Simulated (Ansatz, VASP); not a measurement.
BN: VASP beside Ansatz

INCAR

```
PREC = Accurate
ENCUT = 520
EDIFF = 1E-6
ISMEAR = 0
SIGMA = 0.05
LREAL = False
LASPH = True
NELM = 60
ALGO = Normal
ISIF = 2
LWAVE = False
LCHARG = True
GGA = PS
LELF = True
LVHAR = True
NBANDS = 11
```

KPOINTS

```
regular mesh
0
Gamma
  12 12 12
```

File POSCAR:

```
BN
1.0
    0.0000000000      3.2892181283      2.4460438784
    1.1778309010      0.0000000000      2.4460438784
    1.1778309010      3.2892181283      0.0000000000
B N
1 1
Direct
    0.0000486500      0.0000486500      0.9999513500
    0.6666513400      0.6666513400      0.3333486600
```

Input for Ansatz:

```yaml
crystal:
  lattice:
    - [0.0, 3.2892181283, 2.4460438784]
    - [1.177830901, 0.0, 2.4460438784]
    - [1.177830901, 3.2892181283, 0.0]
  atoms:
    - { symbol: B, position: [4.865e-05, 4.865e-05, 0.99995135] }
    - { symbol: "N", position: [0.66665134, 0.66665134, 0.33334866] }
basis:
  ecutwfc: 420
kpoints:
  mp_grid: { grid: [12, 12, 12] }
hamiltonian:
  xc: pbesol
scf:
  occupations: { method: gaussian, width: 0.05 }
output:
  forces: true
  stress: true
  eigenvalues: true
```

Alike in both runs: task single point; functional PBEsol; k mesh 12 × 12 × 12; occupations gaussian, width 0.05 eV; no spin polarisation.

|  | VASP | Ansatz |
| --- | --- | --- |
| version | VASP 6.6.1 | Ansatz 0.2.0 |
| potentials or method | VASP PAW PBE potentials, release 64 (B, N), cutoff 520 eV | scalar-relativistic, plane waves, PAW |
| valence electrons in the cell | 8 | 8 |

|  | VASP | Ansatz | Ansatz less VASP |
| --- | --- | --- | --- |
| gap on the k mesh at the Fermi level (eV) | 2.52 | 2.52 | +0.007 |
| least direct gap on the mesh (eV) | 4.37 | 4.37 | +0.005 |
| pressure (GPa) | -12.6 | -12.9 | -0.26 |
| traceless stress, the component that is largest in VASP (GPa) | -66.20 | -66.10 | +0.096 |
| rms of the force components (eV/Å) | 0.219 | 0.200 | -0.0197 |

VASP's potentials were made for PBE, not for PBEsol. Atom by atom the forces differ by 0.020 eV/Å (rms over components).
